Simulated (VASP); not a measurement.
# Si3Te (P6/mmm) in VASP: a series of runs

Si3Te is run at these levels: PBE; tasks: single point, relaxation of cell and atoms.

Program: VASP 6.6.1. These are calculated values, not measurements. Logs are shortened: lines on timing, memory, paths and dates and some standing lists are left out, and cuts for length are marked.

### Step 1. The cell of the first run

Symmetry: P6/mmm, No. 191, hexagonal system. Conventional cell: a = 5.923 Å, b = 5.923 Å, c = 2.644 Å, α = 90.00°, β = 90.00°, γ = 120.00°. Within 3.5 Å of Si (site symmetry mmm) lie 6 Si at 2.64 to 2.96 Å and 2 Te at 2.96 Å. Te (site symmetry 6/mmm) has 2 Te at 2.64 Å and 6 Si at 2.96 Å within 3.5 Å.

The cell was built from a structure type or drawn by symmetry, and may not be a known phase.

### Step 2. Single point, PBE

Contents of INCAR:

```
  ALGO = Normal
  EDIFF = 1E-6
  ENCUT = 520
  GGA = PE
  ISIF = 2
  ISMEAR = 0
  LASPH = T
  LCHARG = F
  LREAL = F
  LWAVE = F
  NBANDS = 17
  NELM = 60
  PREC = Accurate
  SIGMA = 0.1
```

Contents of KPOINTS:

```
k-points
0
Gamma
  3 3 6
```

Contents of POSCAR:

```
Si3Te
1.0
    5.9230620292      0.0000000000      0.0000000000
   -2.9615310146      5.1295221855      0.0000000000
    0.0000000000      0.0000000000      2.6439404067
Si Te
3 1
Direct
    0.5000000000      0.0000000000      0.0000000000
    0.0000000000      0.5000000000      0.0000000000
    0.5000000000      0.5000000000      0.0000000000
    0.0000000000      0.0000000000      0.0000000000
```

Potentials or basis: VASP PAW PBE potentials, release 64 (Si, Te).

On the command line:

```sh
> cat potpaw_PBE.64/Si/POTCAR potpaw_PBE.64/Te/POTCAR > POTCAR
> mpirun -np 1 vasp_std > vasp.out
```

OUTCAR:

```text
EDIFF = 1E-6
   ENCUT = 520
   GGA = PE
   ISIF = 2
   ISMEAR = 0
   LASPH = T
   LREAL = F
   NELM = 60
   PREC = Accurate

 ion  position               nearest neighbor table
   1  0.500  0.000  0.000-   4 2.96   4 2.96   2 2.96   3 2.96   3 2.96   2 2.96
   2  0.000  0.500  0.000-   3 2.96   3 2.96   4 2.96   4 2.96   1 2.96   1 2.96
   3  0.500  0.500  0.000-   2 2.96   2 2.96   4 2.96   1 2.96   1 2.96   4 2.96
   4  0.000  0.000  0.000-   1 2.96   1 2.96   3 2.96   2 2.96   2 2.96   3 2.96

  LATTYP: Found a hexagonal cell.
 ALAT       =     5.9230620292
 C/A-ratio  =     0.4463806716

  Lattice vectors:

 A1 = (   5.9230620292,   0.0000000000,   0.0000000000)
 A2 = (  -2.9615310146,   5.1295221855,   0.0000000000)
 A3 = (   0.0000000000,   0.0000000000,   2.6439404067)

Analysis of symmetry for initial positions (statically):
=====================================================================
 Subroutine PRICEL returns:
 Original cell was already a primitive cell.

 Routine SETGRP: Setting up the symmetry group for a
 hexagonal supercell.

 Subroutine GETGRP returns: Found 24 space group operations
 (whereof 24 operations were pure point group operations)
 out of a pool of 24 trial point group operations.

The static configuration has the point symmetry D_6h.

Analysis of symmetry for dynamics (positions and initial velocities):
=====================================================================
 Subroutine PRICEL returns:
 Original cell was already a primitive cell.

 Routine SETGRP: Setting up the symmetry group for a
 hexagonal supercell.

 Subroutine GETGRP returns: Found 24 space group operations
 (whereof 24 operations were pure point group operations)
 out of a pool of 24 trial point group operations.

The dynamic configuration has the point symmetry D_6h.

 Subroutine INISYM returns: Found 24 space group operations
 (whereof 24 operations are pure point group operations),
 and found     1 'primitive' translations

----------------------------------------------------------------------------------------

                                     Primitive cell

  volume of cell :      80.3295

  direct lattice vectors                    reciprocal lattice vectors
     5.923062029  0.000000000  0.000000000     0.168831593  0.097474966  0.000000000
    -2.961531015  5.129522185  0.000000000     0.000000000  0.194949932  0.000000000
     0.000000000  0.000000000  2.643940407     0.000000000  0.000000000  0.378223351

  length of vectors
     5.923062029  5.923062029  2.643940407     0.194949932  0.194949932  0.378223351

  position of ions in fractional coordinates (direct lattice)
     0.500000000  0.000000000  0.000000000
     0.000000000  0.500000000  0.000000000
     0.500000000  0.500000000  0.000000000
     0.000000000  0.000000000  0.000000000

  ion indices of the primitive-cell ions
   primitive index   ion index
                 1           1
                 2           2
                 3           3
                 4           4

----------------------------------------------------------------------------------------

 KPOINTS: k-points

Automatic generation of k-mesh.
 Grid dimensions read from file:
 generate k-points for:    3    3    6

 Generating k-lattice:

  Cartesian coordinates                     Fractional coordinates (reciprocal lattice)
     0.056277198  0.032491655  0.000000000     0.333333333  0.000000000  0.000000000
     0.000000000  0.064983311  0.000000000     0.000000000  0.333333333  0.000000000
     0.000000000  0.000000000  0.063037225     0.000000000  0.000000000  0.166666667

  Length of vectors
     0.064983311  0.064983311  0.063037225

  Shift w.r.t. Gamma in fractional coordinates (k-lattice)
     0.000000000  0.000000000  0.000000000

 Subroutine IBZKPT returns following result:
 ===========================================

 Found     12 irreducible k-points:

 Following reciprocal coordinates:
            Coordinates               Weight
  0.000000  0.000000  0.000000      1.000000
  0.333333 -0.000000  0.000000      6.000000
  0.333333  0.333333  0.000000      2.000000
  0.000000  0.000000  0.166667      2.000000
  0.333333 -0.000000  0.166667     12.000000
  0.333333  0.333333  0.166667      4.000000
  0.000000  0.000000  0.333333      2.000000
  0.333333 -0.000000  0.333333     12.000000
  0.333333  0.333333  0.333333      4.000000
  0.000000  0.000000  0.500000      1.000000
  0.333333 -0.000000  0.500000      6.000000
  0.333333  0.333333  0.500000      2.000000
   k-points           NKPTS =     12   k-points in BZ     NKDIM =     12   number of bands    NBANDS=     17
   number of dos      NEDOS =    301   number of ions     NIONS =      4
   total plane-waves  NPLWV =  46080
   dimension x,y,z NGX =    48 NGY =   48 NGZ =   20
   dimension x,y,z NGXF=    96 NGYF=   96 NGZF=   40
   ions per type =               3   1
   NGX,Y,Z   is equivalent  to a cutoff of  13.47, 13.47, 12.58 a.u.
   NGXF,Y,Z  is equivalent  to a cutoff of  26.94, 26.94, 25.15 a.u.
 SYSTEM =  unknown system
   PREC   = accura    normal or accurate (medium, high low for compatibility)
   ISTART =      0    job   : 0-new  1-cont  2-samecut
   ICHARG =      2    charge: 1-file 2-atom 10-const
   ISPIN  =      1    spin polarized calculation?
   LNONCOLLINEAR =      F non collinear calculations
   LSORBIT =      F    spin-orbit coupling
   LASPH  =      T    aspherical Exc in radial PAW
   ENCUT  =  520.0 eV  38.22 Ry    6.18 a.u.  11.01 11.01  4.92*2*pi/ulx,y,z
   NELM   =     60;   NELMIN=  2; NELMDL= -5     # of ELM steps
   EDIFF  = 0.1E-05   stopping-criterion for ELM
   LREAL  =      F    real-space projection
   EDIFFG = 0.1E-04   stopping-criterion for IOM
   NSW    =      0    number of steps for IOM
   IBRION =     -1    ionic relax: 0-MD 1-quasi-New 2-CG
   NFREE  =      0    steps in history (QN), initial steepest desc. (CG)
   ISIF   =      2    stress and relaxation
   ISYM   =      2    0-nonsym 1-usesym 2-fastsym
   POTIM  = 0.5000    time-step for ionic-motion
   TEBEG  =    0.0;   TEEND  =   0.0 temperature during run
   PSTRESS=    0.0 pullay stress
   NELECT =      18.0000    total number of electrons
   NUPDOWN=      -1.0000    fix difference up-down
   EMIN   =  10.00;   EMAX   =-10.00  energy-range for DOS
   EFERMI =   0.00;   METHOD = LEGACY
   ISMEAR =     0;   SIGMA  =   0.10  broadening in eV -4-tet -1-fermi 0-gaus
   EFERMI_NEDOS =   21; number of points for ismear=-14 and -15
   IALGO  =     38    algorithm
   IMIX   =      4    mixing-type and parameters
     AMIX     =   0.40;   BMIX     =  1.00
     AMIX_MAG =   1.60;   BMIX_MAG =  1.00
  volume/ion in A,a.u.               =      20.08       135.52
  Fermi-wavevector in a.u.,A,eV,Ry     =   0.994353  1.879055 13.452603  0.988738
  Thomas-Fermi vector in A             =   2.126299
   LORBIT       =      0    0 simple, 1 ext, 2 COOP (PROOUT), +10 PAW based schemes
   GGA     = PE    functional components
   LHFCALC =     F    Hartree Fock is set to
   AEXX    =    0.0000 exact exchange contribution
   IVDW    =     0    specifies the selected vdW correction
   LEPSILON=     F    determine dielectric tensor
   LRPA    =     F    only Hartree local field effects (RPA)
 non-spin polarized calculation
 Gauss-broadening in eV      SIGMA  =   0.10
  energy-cutoff  :      520.00
  volume of cell :       80.33
 maximum number of plane-waves:      2202
 NGX is ok and might be reduce to    48
   NGX = 21   NGY = 21   NGZ =  9

 number of electron      18.0000000 magnetization

 Free energy of the ion-electron system (eV)
  ---------------------------------------------------
  ext. energy  EPLUGINS =         0.00000000
  ---------------------------------------------------
  free energy    TOTEN  =       -16.71956468 eV

  energy without entropy =      -16.70813784  energy(sigma->0) =      -16.71385126

 E-fermi :   7.9080     XC(G=0): -10.2889

 val. band max:        7.8775152798   @ k =   0.3333  -0.0000   0.1667
 cond. band min:       8.5334493978   @ k =   0.3333  -0.0000   0.3333
 fundamental gap:      0.6559341179
 Fermi energy:         7.9079723005

 k-point     1 :       0.0000    0.0000    0.0000
  band No.  band energies     occupation
      1      -6.9002      2.00000
      2      -1.8760      2.00000
      3       0.4590      2.00000
      4       0.4590      2.00000
      5       1.1103      2.00000
      6       1.1103      2.00000
[... 9 lines left out ...]
     16      14.0443      0.00000
     17      15.3699      0.00000

 k-point     2 :       0.3333   -0.0000    0.0000
  band No.  band energies     occupation
      1      -6.7312      2.00000
      2      -2.5764      2.00000
      3      -0.7610      2.00000
      4      -0.4446      2.00000
      5       2.9875      2.00000
      6       3.2297      2.00000
[... 9 lines left out ...]
     16      16.4145      0.00000
     17      17.4409      0.00000

 k-point     3 :       0.3333    0.3333    0.0000
  band No.  band energies     occupation
      1      -6.6364      2.00000
      2      -2.3555      2.00000
      3      -2.3555      2.00000
      4       0.8203      2.00000
      5       3.3733      2.00000
      6       3.3733      2.00000
[... 9 lines left out ...]
     16      17.6754      0.00000
     17      17.6842      0.00000

 k-point     4 :       0.0000    0.0000    0.1667
  band No.  band energies     occupation
      1      -6.2994      2.00000
      2      -1.3093      2.00000
      3       1.0203      2.00000
      4       1.0203      2.00000
      5       1.6651      2.00000
      6       1.6651      2.00000
[... 9 lines left out ...]
     16      14.5211      0.00000
     17      14.5716      0.00000
[... 103 lines left out ...]
      1      -2.4447      2.00000
      2       0.2532      2.00000
      3       2.6515      2.00000
      4       3.9970      2.00000
      5       4.4330      2.00000
      6       4.4330      2.00000
[... 9 lines left out ...]
     16      13.3349      0.00000
     17      13.5420      0.00000

 k-point    11 :       0.3333   -0.0000    0.5000
  band No.  band energies     occupation
      1      -2.2185      2.00000
      2       0.4218      2.00000
      3       1.4911      2.00000
      4       3.4807      2.00000
      5       3.5258      2.00000
      6       3.7507      2.00000
[... 9 lines left out ...]
     16      12.4810      0.00000
     17      13.7422      0.00000

 k-point    12 :       0.3333    0.3333    0.5000
  band No.  band energies     occupation
      1      -2.0842      2.00000
      2       0.5165      2.00000
      3       1.6358      2.00000
      4       1.6358      2.00000
      5       4.0238      2.00000
      6       4.0238      2.00000
[... 9 lines left out ...]
     16      12.2324      0.00000
     17      12.2324      0.00000

------------------------ aborting loop because EDIFF is reached ----------------------------------------

  FORCE on cell =-STRESS in cart. coord.  units (eV):
  Direction    XX          YY          ZZ          XY          YZ          ZX
  --------------------------------------------------------------------------------------
  -------------------------------------------------------------------------------------
  Total       -0.0831066     -0.0831066     -0.0827203      0.0000000     -0.0000000      0.0000000
  in kB       -1.6575672     -1.6575672     -1.6498636      0.0000000     -0.0000000      0.0000000
  external PRESSURE =      -1.6549994 kB  Pullay stress =       0.0000000 kB

 VOLUME and BASIS-vectors are now :
 -----------------------------------------------------------------------------
  energy-cutoff  :      520.00
  volume of cell :       80.33
      direct lattice vectors                 reciprocal lattice vectors
     5.923062029  0.000000000  0.000000000     0.168831593  0.097474966  0.000000000
    -2.961531015  5.129522185  0.000000000     0.000000000  0.194949932  0.000000000
     0.000000000  0.000000000  2.643940407     0.000000000  0.000000000  0.378223351

 POSITION                                       TOTAL-FORCE (eV/Angst)
 -----------------------------------------------------------------------------------
      2.96153      0.00000      0.00000         0.000000      0.000000      0.000000
     -1.48077      2.56476      0.00000        -0.000000      0.000000      0.000000
      1.48077      2.56476      0.00000        -0.000000      0.000000      0.000000
      0.00000      0.00000      0.00000         0.000000      0.000000      0.000000
 -----------------------------------------------------------------------------------
    total drift:                               -0.000000      0.000000      0.000000

  FREE ENERGIE OF THE ION-ELECTRON SYSTEM (eV)
  ---------------------------------------------------
  free  energy   TOTEN  =       -16.7195646795 eV

  energy  without entropy=      -16.7081378399  energy(sigma->0) =      -16.71385126
```

Run time: 11 s. Hardware: 1 thread of AMD EPYC 9R45 (Zen 5), shared host; peak memory 0.17 GiB.

What came out:

* Free energy: -16.7196 eV
* Pressure: -0.2 GPa
* Band gap on the k mesh: zero (bands 9 and 10 overlap by 4.82 eV)

Caveat: the k points lie up to 0.41 Å⁻¹ apart, too coarse for converged energies and pressures of a metal; spin-orbit coupling is left out, which moves the levels of the heavy elements.

### Step 3. Single point, PBE

This run uses another cell than the first one, of 20.03 Å³/atom.

Contents of INCAR:

```
PREC = Accurate
ENCUT = 520
EDIFF = 1E-6
ISMEAR = 0
SIGMA = 0.1
LREAL = False
LASPH = True
NELM = 80
ALGO = Normal
ISIF = 2
LWAVE = False
LCHARG = True
GGA = PE
LELF = True
LVHAR = True
NBANDS = 17
```

Contents of KPOINTS:

```
Automatic mesh
0
Gamma
  6 6 4
```

Contents of POSCAR:

```
Si3Te
1.0
    5.7745093533     -0.0000000044      0.0000000000
   -2.8872546728      5.0008717965      0.0000000000
    0.0000000000      0.0000000000      2.7746786782
Si Te
3 1
Direct
    0.5000000000      0.0000000000      0.0000000000
    0.0000000000      0.5000000000      0.0000000000
    0.5000000000      0.5000000000      0.0000000000
    0.0000000000      0.0000000000      0.0000000000
```

Potentials or basis: VASP PAW PBE potentials, release 64 (Si, Te).

On the command line:

```sh
> cat potpaw_PBE.64/Si/POTCAR potpaw_PBE.64/Te/POTCAR > POTCAR
> mpirun -np 1 vasp_std > vasp.out
```

Wall time 18 s (1 thread of AMD EPYC 9R45 (Zen 5), shared host); peak memory 0.2 GiB.

Results (log left out):

| Item | Value |
| --- | --- |
| Free energy | -16.8960 eV |
| Pressure | 0.0 GPa |
| Band gap on the k mesh | zero (bands 9 and 10 overlap by 4.81 eV) |

Levels at points of the mesh, in eV from the Fermi level:
| k point | band 7 | band 8 | band 9 | band 10 | band 11 | band 12 |
| --- | --- | --- | --- | --- | --- | --- |
| (0.00, 0.00, 0.00) | -5.36 | 2.75 | 2.75 | 3.09 | 4.04 | 5.78 |
| (0.50, 0.00, 0.00) | -2.91 | -1.59 | -0.10 | 0.10 | 3.70 | 4.62 |
| (0.00, 0.00, 0.50) | -3.61 | -3.61 | -2.72 | -1.96 | -1.96 | 1.57 |
| (0.50, 0.00, 0.50) | -3.02 | -2.30 | -0.35 | -0.13 | -0.09 | 0.98 |

Caveat: the k points lie up to 0.57 Å⁻¹ apart, too coarse for converged energies and pressures of a metal; spin-orbit coupling is left out, which moves the levels of the heavy elements.

### Step 4. Single point, PBE

This run uses another cell than the first one.

Contents of INCAR:

```
PREC = Accurate ; ENCUT = 520
EDIFF = 1E-6 ; ISMEAR = 0
SIGMA = 0.1 ; LREAL = F
LASPH = T ; NELM = 80
ALGO = Normal ; ISIF = 2
LWAVE = F ; LCHARG = F
GGA = PE ; NBANDS = 17
```

KPOINTS is that of step 3.

Contents of POSCAR:

```
Si3Te
1.0
    3.8150703500      0.0000000000      0.0000000000
   -1.9075351700      3.3039478400      0.0000000000
    0.0000000000      0.0000000000      6.8859749200
Si Te
3 1
Direct
    0.5000000000      0.0000000000      0.0000000000
    0.0000000000      0.5000000000      0.0000000000
    0.5000000000      0.5000000000      0.0000000000
    0.0000000000      0.0000000000      0.0000000000
```

On the command line:

```sh
> cat potpaw_PBE.64/Si/POTCAR potpaw_PBE.64/Te/POTCAR > POTCAR
> mpirun -np 1 vasp_std > vasp.out
```

Wall time 19 s (1 thread of AMD EPYC 9R45 (Zen 5), shared host); peak memory 0.17 GiB.

Results (log left out):

| Property | Result |
| --- | --- |
| Free energy | 24.6498 eV |
| Pressure | 193.0 GPa |
| Band gap on the k mesh | zero (bands 9 and 10 overlap by 2.97 eV) |

Stress tensor (GPa, compression positive):
```
289.73   0.00   0.00
  0.00 289.73   0.00
  0.00   0.00  -0.38
```

Levels at points of the mesh, in eV from the Fermi level:
```tsv
k point	band 5	band 6	band 7	band 8	band 9	band 10	band 11	band 12	band 13	band 14
(0.00, 0.00, 0.00)	-9.91	-7.46	-4.75	-4.75	-1.05	2.16	2.27	2.45	2.45	2.60
(0.50, 0.00, 0.00)	-8.45	-6.24	-2.97	-1.23	-0.64	-0.05	1.71	2.15	4.00	4.24
(0.00, 0.00, 0.50)	-9.91	-7.46	-4.75	-4.75	-0.29	1.65	2.15	2.26	2.44	2.44
(0.50, 0.00, 0.50)	-8.46	-6.25	-2.97	-1.24	-0.64	-0.06	2.15	2.81	4.14	4.26
```

Caveat: the cell stands under pressure; spin-orbit coupling is left out, which moves the levels of the heavy elements.

[end of part 1 of 2]
